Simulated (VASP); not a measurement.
# BP (F-43m) in VASP: G0W0 quasiparticle levels with PBE

Aim: the G0W0 quasiparticle levels of BP with PBE.

Everything below comes from runs of VASP 6.6.1. Logs are shortened: lines on timing, memory, paths and dates and some standing lists are left out, and cuts for length are marked.

**1. The cell of the first run**

It takes space group F-43m (No. 216, cubic). The conventional cell has a = 4.537 Å, b = 4.537 Å, c = 4.537 Å, α = 90.00°, β = 90.00°, γ = 90.00°. B (site symmetry -43m) has 4 P at 1.96 Å within 2.6 Å. P (site symmetry -43m) has 4 B at 1.96 Å within 2.6 Å.

**2. G0W0 quasiparticle levels, PBE**

Input file POSCAR:

```
BP
1.0
    0.0000000000      2.2683156840      2.2683156840
    2.2683156840      0.0000000000      2.2683156840
    2.2683156840      2.2683156840      0.0000000000
B P
1 1
Direct
    0.0000000000      0.0000000000      0.0000000000
    0.2500000000      0.2500000000      0.2500000000
```

Input file INCAR.step1:

```
SYSTEM = BP
  ALGO = Normal
  EDIFF = 1E-8
  ENCUT = 500
  GGA = PE
  ISMEAR = 0
  LASPH = .True.
  LCHARG = .False.
  LREAL = .False.
  LWAVE = .True.
  NELM = 100
  PREC = Accurate
  SIGMA = 0.01
```

Input file INCAR.step2:

```
SYSTEM = BP
  ALGO = Exact
  EDIFF = 1E-8
  ENCUT = 500
  GGA = PE
  ISMEAR = 0
  ISTART = 1
  LASPH = .True.
  LCHARG = .False.
  LOPTICS = .True.
  LREAL = .False.
  LWAVE = .True.
  NBANDS = 124
  NELM = 1
  PREC = Accurate
  SIGMA = 0.01
```

Input file INCAR.step3:

```
SYSTEM = BP
  ALGO = EVGW0
  EDIFF = 1E-8
  ENCUT = 500
  ENCUTGW = 150.0
  GGA = PE
  ISMEAR = 0
  ISTART = 1
  LASPH = .True.
  LCHARG = .False.
  LREAL = .False.
  LWAVE = .False.
  NBANDS = 124
  NBANDSGW = 12
  NELMGW = 1
  NOMEGA = 48
  PREC = Accurate
  PRECFOCK = Fast
  SIGMA = 0.01
```

Input file KPOINTS:

```
k-points
0
Gamma
  4 4 4
  0 0 0
```

Potentials or basis: VASP PAW PBE potentials, release 64 (B_GW, P_GW).

On the command line:

```bash
> cat potpaw_PBE.64/B_GW/POTCAR potpaw_PBE.64/P_GW/POTCAR > POTCAR
> cp INCAR.step1 INCAR
> mpirun -np 1 vasp_std > vasp.out
> cp INCAR.step2 INCAR
> mpirun -np 1 vasp_std > vasp.out
> cp INCAR.step3 INCAR
> mpirun -np 1 vasp_std > vasp.out
```

OUTCAR:

```text
SYSTEM = BP
   EDIFF = 1E-8
   ENCUT = 500
   ENCUTGW = 150.0
   GGA = PE
   ISMEAR = 0
   ISTART = 1
   LASPH = .True.
   LREAL = .False.
   NELMGW = 1
   PREC = Accurate
   PRECFOCK = Fast

 ion  position               nearest neighbor table
   1  0.000  0.000  0.000-   2 1.96   2 1.96   2 1.96   2 1.96
   2  0.250  0.250  0.250-   1 1.96   1 1.96   1 1.96   1 1.96

  LATTYP: Found a face centered cubic cell.
 ALAT       =     4.5366313680

  Lattice vectors:

 A1 = (   0.0000000000,   2.2683156840,   2.2683156840)
 A2 = (   2.2683156840,   0.0000000000,   2.2683156840)
 A3 = (   2.2683156840,   2.2683156840,   0.0000000000)

Analysis of symmetry for initial positions (statically):
=====================================================================
 Subroutine PRICEL returns:
 Original cell was already a primitive cell.

 Routine SETGRP: Setting up the symmetry group for a
 face centered cubic supercell.

 Subroutine GETGRP returns: Found 24 space group operations
 (whereof 24 operations were pure point group operations)
 out of a pool of 48 trial point group operations.

The static configuration has the point symmetry T_d .

Analysis of symmetry for dynamics (positions and initial velocities):
=====================================================================
 Subroutine PRICEL returns:
 Original cell was already a primitive cell.

 Routine SETGRP: Setting up the symmetry group for a
 face centered cubic supercell.

 Subroutine GETGRP returns: Found 24 space group operations
 (whereof 24 operations were pure point group operations)
 out of a pool of 48 trial point group operations.

The dynamic configuration has the point symmetry T_d .

 Subroutine INISYM returns: Found 24 space group operations
 (whereof 24 operations are pure point group operations),
 and found     1 'primitive' translations

----------------------------------------------------------------------------------------

                                     Primitive cell

  volume of cell :      23.3421

  direct lattice vectors                    reciprocal lattice vectors
     0.000000000  2.268315684  2.268315684    -0.220427872  0.220427872  0.220427872
     2.268315684  0.000000000  2.268315684     0.220427872 -0.220427872  0.220427872
     2.268315684  2.268315684  0.000000000     0.220427872  0.220427872 -0.220427872

  length of vectors
     3.207882804  3.207882804  3.207882804     0.381792274  0.381792274  0.381792274

  position of ions in fractional coordinates (direct lattice)
     0.000000000  0.000000000  0.000000000
     0.250000000  0.250000000  0.250000000

  ion indices of the primitive-cell ions
   primitive index   ion index
                 1           1
                 2           2

----------------------------------------------------------------------------------------

 KPOINTS: k-points

Automatic generation of k-mesh.
 Grid dimensions read from file:
 generate k-points for:    4    4    4

 Generating k-lattice:

  Cartesian coordinates                     Fractional coordinates (reciprocal lattice)
    -0.055106968  0.055106968  0.055106968     0.250000000  0.000000000  0.000000000
     0.055106968 -0.055106968  0.055106968     0.000000000  0.250000000  0.000000000
     0.055106968  0.055106968 -0.055106968     0.000000000  0.000000000  0.250000000

  Length of vectors
     0.095448069  0.095448069  0.095448069

  Shift w.r.t. Gamma in fractional coordinates (k-lattice)
     0.000000000  0.000000000  0.000000000

 Subroutine IBZKPT returns following result:
 ===========================================

 Found      8 irreducible k-points:

 Following reciprocal coordinates:
            Coordinates               Weight
  0.000000  0.000000  0.000000      1.000000
  0.250000  0.000000  0.000000      8.000000
  0.500000  0.000000  0.000000      4.000000
  0.250000  0.250000  0.000000      6.000000
  0.500000  0.250000  0.000000     24.000000
 -0.250000  0.250000  0.000000     12.000000
  0.500000  0.500000  0.000000      3.000000
 -0.250000  0.500000  0.250000      6.000000
   k-points           NKPTS =      8   k-points in BZ     NKDIM =     64   number of bands    NBANDS=    124
   number of dos      NEDOS =    301   number of ions     NIONS =      2
   total plane-waves  NPLWV =  13824
   dimension x,y,z NGX =    24 NGY =   24 NGZ =   24
   dimension x,y,z NGXF=    48 NGYF=   48 NGZF=   48
   ions per type =               1   1
   NGX,Y,Z   is equivalent  to a cutoff of  12.44, 12.44, 12.44 a.u.
   NGXF,Y,Z  is equivalent  to a cutoff of  24.88, 24.88, 24.88 a.u.
 SYSTEM =  BP
   PREC   = accura    normal or accurate (medium, high low for compatibility)
   ISTART =      1    job   : 0-new  1-cont  2-samecut
   ICHARG =      0    charge: 1-file 2-atom 10-const
   ISPIN  =      1    spin polarized calculation?
   LNONCOLLINEAR =      F non collinear calculations
   LSORBIT =      F    spin-orbit coupling
   LASPH  =      T    aspherical Exc in radial PAW
   ENCUT  =  500.0 eV  36.75 Ry    6.06 a.u.   5.85  5.85  5.85*2*pi/ulx,y,z
   NELM   =     60;   NELMIN=  2; NELMDL=  0     # of ELM steps
   EDIFF  = 0.1E-07   stopping-criterion for ELM
   LREAL  =      F    real-space projection
   EDIFFG = 0.1E-06   stopping-criterion for IOM
   NSW    =      0    number of steps for IOM
   IBRION =     -1    ionic relax: 0-MD 1-quasi-New 2-CG
   NFREE  =      0    steps in history (QN), initial steepest desc. (CG)
   ISIF   =      0    stress and relaxation
   ISYM   =      3    0-nonsym 1-usesym 2-fastsym
   POTIM  = 0.5000    time-step for ionic-motion
   TEBEG  =    0.0;   TEEND  =   0.0 temperature during run
   PSTRESS=    0.0 pullay stress
   NELECT =       8.0000    total number of electrons
   NUPDOWN=      -1.0000    fix difference up-down
   EMIN   =  10.00;   EMAX   =-10.00  energy-range for DOS
   EFERMI =   0.00;   METHOD = LEGACY
   ISMEAR =     0;   SIGMA  =   0.01  broadening in eV -4-tet -1-fermi 0-gaus
   EFERMI_NEDOS =   21; number of points for ismear=-14 and -15
   IALGO  =     38    algorithm
   IMIX   =      4    mixing-type and parameters
     AMIX     =   0.40;   BMIX     =  1.00
     AMIX_MAG =   1.60;   BMIX_MAG =  1.00
  volume/ion in A,a.u.               =      11.67        78.76
  Fermi-wavevector in a.u.,A,eV,Ry     =   1.145666  2.164995 17.858333  1.312550
  Thomas-Fermi vector in A             =   2.282353
   LORBIT       =      0    0 simple, 1 ext, 2 COOP (PROOUT), +10 PAW based schemes
   GGA     = PE    functional components
   LHFCALC =     T    Hartree Fock is set to
   PRECFOCK=fast      Normal, Fast or Accurate (Low or Medium for compatibility)
   ENCUT4O =  -1.0   cutoff for four orbital integrals eV
   NKREDX  =     1    reduce k-point grid by
   NKREDY  =     1    reduce k-point grid by
   NKREDZ  =     1    reduce k-point grid by
   AEXX    =    1.0000 exact exchange contribution
   HFSCREEN=    0.0000 screening length (either q_TF or 0.3 A-1)
   HFSCREENC=   0.0000 screening length for correlation (either q_TF or 0.3 A-1)
   ENCUTFOCK=  -1.0 apply spherical cutoff to Coloumb kernel
   IVDW    =     0    specifies the selected vdW correction
   LEPSILON=     F    determine dielectric tensor
   LRPA    =     F    only Hartree local field effects (RPA)
   LRPAFORCE           =     F    calculate RPA forces
   ENCUTGW             = 150.0    cutoff for response function in eV
   ENCUTGWSOFT         = 120.0    soft cutoff for Coulomb kernel in GW response function in eV
   ENCUTLF             =  -1.0    cutoff for local field effects
   NELMGW              =     1    number of iterations in solving QP/BSE equation
   NELMHF              =     1    number of iterations in the inner HF iteration
   NKREDLFX            =     1    NKREDLFY  =   1   NKREDLFZ  =   1
 non-spin polarized calculation
 Gauss-broadening in eV      SIGMA  =   0.01
  energy-cutoff  :      500.00
  volume of cell :       23.34
 maximum number of plane-waves:       609
  NGX = 14; NGY = 14; NGZ = 14
   NGX = 11   NGY = 11   NGZ = 11
 maximum number of plane-waves:       113
 NGX is ok and might be reduce to    14

 QP shifts <psi_nk| G(iteration)W_0 |psi_nk>: iteration 1
 for sc-GW calculations column KS-energies equals QP-energies in previous step
 and V_xc(KS)=  KS-energies - (<T + V_ion + V_H > + <T+V_H+V_ion>^1  + <V_x>^1)

 k-point   1 :       0.0000    0.0000    0.0000
  band No.  KS-energies  QP-energies   sigma(KS)   V_xc(KS)     V^pw_x(r,r')   Z            occupation Imag(sigma)

      1      -8.2999      -9.1660     -13.2485     -12.0565     -20.4648       0.7266       2.0000       1.4426
      2       7.1822       6.6295     -14.0196     -13.3163     -15.2471       0.7858       2.0000       0.0767
      3       7.1822       6.6295     -14.0196     -13.3163     -15.2471       0.7858       2.0000       0.0767
      4       7.1822       6.6295     -14.0196     -13.3163     -15.2471       0.7858       2.0000       0.0767
      5      10.5714      10.9039     -11.6487     -12.0743      -6.9529       0.7812       0.0000      -0.0739
      6      10.5714      10.9039     -11.6487     -12.0743      -6.9529       0.7812       0.0000      -0.0739
      7      10.5714      10.9039     -11.6487     -12.0743      -6.9529       0.7812       0.0000      -0.0739
      8      14.5726      14.9049     -12.3172     -12.7551      -6.0777       0.7592       0.0000      -0.1780
      9      18.7027      18.5815      -9.5790      -9.4242      -3.3050       0.7830       0.0000      -0.3501
     10      19.1828      19.6226     -11.1877     -11.7601      -4.9434       0.7684       0.0000      -0.2638
     11      19.1828      19.6226     -11.1877     -11.7601      -4.9434       0.7684       0.0000      -0.2638
     12      22.8478      22.9283      -9.8208      -9.9237      -2.7878       0.7822       0.0000      -0.7617

 k-point   2 :       0.2500    0.0000    0.0000
  band No.  KS-energies  QP-energies   sigma(KS)   V_xc(KS)     V^pw_x(r,r')   Z            occupation Imag(sigma)

      1      -7.1929      -8.0173     -13.3045     -12.1574     -20.1383       0.7186       2.0000       1.2432
      2       2.3256       1.5831     -13.4178     -12.4320     -16.1731       0.7531       2.0000       0.1459
      3       6.0623       5.4664     -13.8326     -13.0687     -15.3476       0.7801       2.0000       0.0797
      4       6.0623       5.4664     -13.8326     -13.0687     -15.3476       0.7801       2.0000       0.0797
      5      11.1761      11.4386     -11.7856     -12.1218      -6.8141       0.7807       0.0000      -0.0829
      6      11.9312      12.2986     -11.6398     -12.1135      -6.5628       0.7754       0.0000      -0.0910
      7      11.9312      12.2986     -11.6398     -12.1135      -6.5628       0.7754       0.0000      -0.0910
      8      16.8065      17.1163     -11.6210     -12.0341      -4.9548       0.7499       0.0000      -0.2776
      9      18.0606      18.3702     -10.7934     -11.1942      -4.6695       0.7726       0.0000      -0.2749
     10      18.0606      18.3702     -10.7934     -11.1942      -4.6695       0.7726       0.0000      -0.2749
     11      20.2294      20.1985      -9.9639      -9.9239      -3.3731       0.7721       0.0000      -0.4367
     12      23.4913      23.5976     -10.4161     -10.5554      -3.2281       0.7631       0.0000      -0.6563
[... 68 lines left out ...]
      1      -3.4374      -4.1621     -13.7020     -12.6989     -19.0301       0.7225       2.0000       0.6437
      2      -1.4139      -2.2620     -13.5617     -12.3833     -18.2034       0.7197       2.0000       0.4105
      3       3.0566       2.3165     -13.4847     -12.5103     -16.0703       0.7596       2.0000       0.1156
      4       3.0566       2.3165     -13.4847     -12.5103     -16.0703       0.7596       2.0000       0.1156
      5       8.4969       8.5780     -10.6889     -10.7910      -6.2515       0.7941       0.0000      -0.0768
      6       8.8227       8.9317     -10.5012     -10.6375      -6.0394       0.7992       0.0000      -0.0732
      7      19.2702      19.7850     -12.1447     -12.8465      -4.6153       0.7336       0.0000      -0.4533
      8      19.2702      19.7850     -12.1447     -12.8465      -4.6153       0.7336       0.0000      -0.4533
      9      22.4372      22.9063     -11.7552     -12.3754      -4.0003       0.7564       0.0000      -0.6516
     10      23.6498      24.1455     -11.4830     -12.1365      -3.9692       0.7584       0.0000      -0.6948
     11      25.0232      25.4318     -11.8510     -12.3822      -4.5476       0.7690       0.0000      -0.8008
     12      25.0232      25.4318     -11.8510     -12.3822      -4.5476       0.7690       0.0000      -0.8008

 k-point   8 :      -0.2500    0.5000    0.2500
  band No.  KS-energies  QP-energies   sigma(KS)   V_xc(KS)     V^pw_x(r,r')   Z            occupation Imag(sigma)

      1      -3.1620      -3.8739     -13.8551     -12.8685     -19.1094       0.7215       2.0000       0.6109
      2      -0.8848      -1.7477     -13.8817     -12.6929     -18.3844       0.7258       2.0000       0.3784
      3       1.4892       0.7205     -12.7415     -11.7267     -15.5621       0.7576       2.0000       0.1518
      4       1.6957       0.9468     -12.7936     -11.8031     -15.5772       0.7560       2.0000       0.1492
      5      12.5005      12.7551     -11.0538     -11.3800      -5.8672       0.7804       0.0000      -0.1022
      6      13.9285      14.1033     -10.9192     -11.1427      -5.5931       0.7821       0.0000      -0.1268
      7      14.4197      14.8700     -11.6423     -12.2310      -5.6799       0.7648       0.0000      -0.1622
      8      14.6191      14.9635     -11.6816     -12.1337      -5.5683       0.7618       0.0000      -0.1856
      9      19.9564      20.4340     -11.9214     -12.5572      -4.5737       0.7511       0.0000      -0.4715
     10      23.2883      23.7551     -11.5668     -12.1877      -3.9253       0.7518       0.0000      -0.6963
     11      23.5353      23.9890     -12.2309     -12.8339      -4.5806       0.7525       0.0000      -0.7228
     12      27.8254      28.0664     -11.4514     -11.7740      -3.7048       0.7471       0.0000      -1.0220
```

Wall time 40 s (1 thread of Intel Xeon 6975P-C, shared host); peak memory 0.23 GiB.

What came out:

| Item | Value |
| --- | --- |
| Band gap on the k mesh, mean-field level | 1.31 eV, indirect (least direct gap 3.39 eV) |
| Quasiparticle gap | 1.95 eV |
| Least direct quasiparticle gap | 4.27 eV |

Caveat: the k points lie up to 0.60 Å⁻¹ apart; bands, screening cutoff and mesh are small and nothing is extrapolated, so the quasiparticle values aren't converged. A k mesh can miss the band edges.
